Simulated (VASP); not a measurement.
The system is Si.

```
Si
1.0
     0.00000    2.72185    2.72185
     2.72185    0.00000    2.72185
     2.72185    2.72185    0.00000
Si
2
Direct
  0.50931 0.48936 0.50317
  0.74387 0.75191 0.74386
```

This cell differs from its parent crystal: atoms moved at random.

Base run:

| Property | Result |
| --- | --- |
| Program | VASP 6.6.1 |
| Functional | PBE |
| Potentials or basis | VASP PAW PBE potentials, release 64 (Si) |
| Cutoff | 520 eV |
| k mesh | 8 × 8 × 8 |
| Occupations | fermi-dirac, width 0.05 eV |
| Spin | no spin polarisation |

Its results: band gap on the k mesh 0.23 eV, indirect (least direct gap 2.03 eV); pressure 1.4 GPa; largest force 0.903 eV/Å.

Question: The run is repeated on the same cell with these changes: functional from PBE to PBEsol. What comes out?

Answer: Band gap on the k mesh 0.11 eV, indirect (least direct gap 1.99 eV); pressure -0.3 GPa; largest force 0.885 eV/Å.

PBEsol binds more tightly than PBE, so the same cell stands under less pressure.

Caveats: the PAW data sets were made with another functional, which shifts forces and pressure a little (some runs).

A k mesh can miss the band edges.
